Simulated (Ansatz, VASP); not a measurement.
One calculation of Si2B3, two programs

INCAR

```
PREC = Accurate ; ENCUT = 500
EDIFF = 1E-7 ; ISMEAR = 0
SIGMA = 0.2 ; LREAL = F
LASPH = T ; NELM = 120
ALGO = Normal ; ISIF = 3
LWAVE = F ; LCHARG = F
GGA = PE ; IBRION = 2
NSW = 36 ; EDIFFG = -0.08
GGA_COMPAT = F ; NELMIN = 4
```

KPOINTS

```
regular mesh
0
Gamma
  4 4 4
```

Contents of POSCAR:

```
Si2B3
1.0
    2.4103545000     -2.8513959100      0.0000000000
    2.4103545000      2.8513959100      0.0000000000
    0.0000000000      0.0000000000      3.7687298200
Si B
2 3
Direct
    0.8599115600      0.1400884400      0.0000000000
    0.1400884400      0.8599115600      0.0000000000
    0.6606245200      0.3393754800      0.5000000000
    0.3393754800      0.6606245200      0.5000000000
    0.0000000000      0.0000000000      0.5000000000
```

Input for Ansatz:

```yaml
crystal:
  lattice:
    - [2.4103545, -2.85139591, 0.0]
    - [2.4103545, 2.85139591, 0.0]
    - [0.0, 0.0, 3.76872982]
  atoms:
    - { symbol: Si, position: [0.85991156, 0.14008844, 0.0] }
    - { symbol: Si, position: [0.14008844, 0.85991156, 0.0] }
    - { symbol: B, position: [0.66062452, 0.33937548, 0.5] }
    - { symbol: B, position: [0.33937548, 0.66062452, 0.5] }
    - { symbol: B, position: [0.0, 0.0, 0.5] }
basis:
  ecutwfc: 420
kpoints:
  mp_grid: { grid: [4, 4, 4] }
hamiltonian:
  xc: pbe
scf:
  occupations: { method: gaussian, width: 0.2 }
  lower_state_search: "off"
output:
  forces: true
  stress: true
  eigenvalues: true
relax:
  adjacent_minimum: "off"
  f_tol: 0.08
  max_steps: 16
  cell: { stress_tol: 0.8 }
```

Alike in both runs: task relaxation of cell and atoms; functional PBE; k mesh 4 × 4 × 4; occupations gaussian, width 0.2 eV; no spin polarisation.

|  | VASP | Ansatz |
| --- | --- | --- |
| version | VASP 6.6.1 | Ansatz 0.2.0 |
| potentials or method | VASP PAW PBE potentials, release 64 (Si, B), cutoff 500 eV | scalar-relativistic, plane waves, PAW |
| valence electrons in the cell | 17 | 17 |

|  | VASP | Ansatz | Ansatz less VASP |
| --- | --- | --- | --- |
| gap on the k mesh at the Fermi level, each at its own relaxed structure (eV) | none | none | - |
| relaxed volume (Å³/atom) | 10.39 | 10.39 | +0.001 |
| relaxed cell length with the largest relative difference (Å) | 4.266 | 4.257 | -0.0089 |

A gap of «none» marks a metal or a gap that the smearing closes.

The k mesh is coarse, so the values compare programs but aren't converged.
